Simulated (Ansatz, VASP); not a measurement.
**One calculation of Pt, two programs**

File INCAR:

```
SYSTEM = Pt
PREC = Accurate
ENCUT = 520
EDIFF = 1E-6
ISMEAR = 0
SIGMA = 0.15
LREAL = .False.
LASPH = .True.
NELM = 80
ALGO = Fast
ISIF = 2
LWAVE = .False.
LCHARG = .False.
GGA = PE
NBANDS = 17
```

File KPOINTS:

```
Automatic mesh
0
Gamma
  18 18 12
  0 0 0
```

File POSCAR:

```
Pt
1.0
    0.0000000000     -1.9579000000     -1.9579000000
    0.0000000000      1.9579000000     -1.9579000000
    3.9158000000      0.0000000000      0.0000000000
Pt
2
Direct
    0.5000000000      0.5000000000      0.5127687829
    0.0000000000      0.0000000000     -0.0127687829
```

Input for Ansatz:

```yaml
crystal:
  lattice:
    - [0.0, -1.9579, -1.9579]
    - [0.0, 1.9579, -1.9579]
    - [3.9158, 0.0, 0.0]
  atoms:
    - { symbol: Pt, position: [0.5, 0.5, 0.5127687829] }
    - { symbol: Pt, position: [0.0, 0.0, -0.0127687829] }
basis:
  ecutwfc: 420
kpoints:
  mp_grid: { grid: [18, 18, 12] }
hamiltonian:
  xc: pbe
scf:
  occupations: { method: gaussian, width: 0.15 }
output:
  forces: true
  stress: true
  eigenvalues: true
```

Change from the starting cell: mode 6 (200.8 1/cm) frozen in, largest displacement +0.050 Å.

Alike in both runs: task single point; functional PBE; k mesh 18 × 18 × 12; occupations gaussian, width 0.15 eV; no spin polarisation.

|  | VASP | Ansatz |
| --- | --- | --- |
| version | VASP 6.6.1 | Ansatz 0.2.0 |
| potentials or method | VASP PAW PBE potentials, release 64 (Pt), cutoff 520 eV | scalar-relativistic, plane waves, PAW |
| valence electrons in the cell | 20 | 36 |

Ansatz gave:

```
gap on the k mesh at the Fermi level (eV)                     : none
pressure (GPa)                                                : 13.3
traceless stress, the component that is largest in VASP (GPa) : -0.20
rms of the force components (eV/Å)                            : 0.841
```

**Question.** What did VASP give for the same quantities?

**Answer.** gap on the k mesh at the Fermi level (eV): none; pressure (GPa): 12.7; traceless stress, the component that is largest in VASP (GPa): -0.21; rms of the force components (eV/Å): 0.834.

Atom by atom the forces differ by 0.007 eV/Å (rms over components). A gap of «none» marks a metal or a gap that the smearing closes. VASP's potentials hold 20 valence electrons a cell and Ansatz's 36, so a difference there can come from the potentials and not from the codes.

Neither program's run includes spin-orbit coupling.
